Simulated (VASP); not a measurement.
Here is a VASP 6.6.1 calculation.

Contents of INCAR:

```
SYSTEM = RbBr
  ALGO = Normal
  EDIFF = 1E-7
  ENCUT = 520
  GGA = PE
  ISIF = 2
  ISMEAR = -1
  LASPH = .TRUE.
  LCHARG = .FALSE.
  LREAL = .FALSE.
  LWAVE = .FALSE.
  NBANDS = 15
  NELM = 100
  PREC = Accurate
  SIGMA = 0.02
```

Contents of KPOINTS:

```
k-points
0
G
  6 6 6
  0 0 0
```

File POSCAR:

```
RbBr
1.0
    4.1242532581     -0.0861968931      0.0000000000
   -0.0861968931      4.1242532581      0.0000000000
    0.0000000000      0.0000000000      4.1242532581
Rb Br
1 1
Direct
    0.0000000000      0.0000000000      0.0000000000
    0.5000000000      0.5000000000      0.5000000000
```

Potentials or basis: VASP PAW PBE potentials, release 64 (Rb_sv, Br).

Launch:

```console
$ cat potpaw_PBE.64/Rb_sv/POTCAR potpaw_PBE.64/Br/POTCAR > POTCAR
$ mpirun -np 1 vasp_std > vasp.out
```

Predict the band gap on the k mesh.

4.09 eV (least direct gap 4.23 eV).

Estimate the pressure.

0.9 GPa.

Stress tensor (GPa, compression positive):
```
0.90 0.28 0.00
0.28 0.90 0.00
0.00 0.00 0.91
```

Caveat: the cell differs from its parent crystal (shear xy strain -4.2%). A k mesh can miss the band edges.
